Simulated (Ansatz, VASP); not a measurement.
InAs in VASP and in Ansatz

```
In As
1.0
     0.00000    3.04387    3.04387
     3.04387    0.00000    3.04387
     3.04387    3.04387    0.00000
In As
1 1
Direct
  0.00000 0.00000 0.00000
  0.25000 0.25000 0.25000
```

Alike in both runs: functional PBEsol; k mesh 10 × 10 × 10; occupations gaussian, width 0.1 eV; no spin polarisation.

Ansatz relaxed the structure, and its values are those at the end. VASP's run is a single point on that final structure, the one shown.

|  | VASP | Ansatz |
| --- | --- | --- |
| version | VASP 6.6.1 | Ansatz 0.2.0 |
| potentials or method | VASP PAW PBE potentials, release 64 (In_d, As), cutoff 520 eV | scalar-relativistic, plane waves, PAW |
| valence electrons in the cell | 18 | 28 |

```tsv
	VASP	Ansatz	Ansatz less VASP
gap on the k mesh at the Fermi level (eV)	none	none	-
pressure (GPa)	0.1	0.0	-0.07
```

VASP's potentials were made for PBE, not for PBEsol, and Ansatz warns of the same on its side. A gap of «none» marks a metal or a gap that the smearing closes. The functional is the same, so the differences come from potentials, cutoffs and numerics. VASP's potentials hold 18 valence electrons a cell and Ansatz's 28, so a difference there can come from the potentials and not from the codes.
